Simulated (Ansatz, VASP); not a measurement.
# Sr4HfO in VASP and in Ansatz

```
Sr Hf O
1.0
     8.33163    0.00000    0.00000
    -4.16582    7.21541    0.00000
     0.00000    0.00000    3.54565
Sr Hf O
4 1 1
Direct
  0.33333 0.66667 0.00000
  0.12872 0.25743 0.50000
  0.74257 0.87128 0.50000
  0.12872 0.87128 0.50000
  0.66667 0.33333 0.00000
  0.00000 0.00000 0.00000
```

Change from the starting cell: species swapped into the NdAlCu4 type (P-6m2, No. 187).

Alike in both runs: functional PBE; k mesh 3 × 3 × 4; occupations gaussian, width 0.1 eV; no spin polarisation.

Ansatz relaxed the structure, and its values are those at the end. VASP's run is a single point on that final structure, the one shown.

```csv
,VASP,Ansatz
version,VASP 6.6.1,Ansatz 0.2.0
potentials or method,"VASP PAW PBE potentials, release 64 (Sr_sv, Hf_pv, O), cutoff 520 eV","scalar-relativistic, plane waves, PAW"
valence electrons in the cell,56,72
```

```tsv
	VASP	Ansatz	Ansatz less VASP
gap on the k mesh at the Fermi level (eV)	none	none	-
pressure (GPa)	0.4	0.3	-0.10
rms of the force components (eV/Å)	0.014	0.004	-0.0099
```

A gap of «none» marks a metal or a gap that the smearing closes. VASP's potentials hold 56 valence electrons a cell and Ansatz's 72, so a difference there can come from the potentials and not from the codes.

The k mesh is coarse, so the values compare programs but aren't converged. Neither program's run includes spin-orbit coupling.
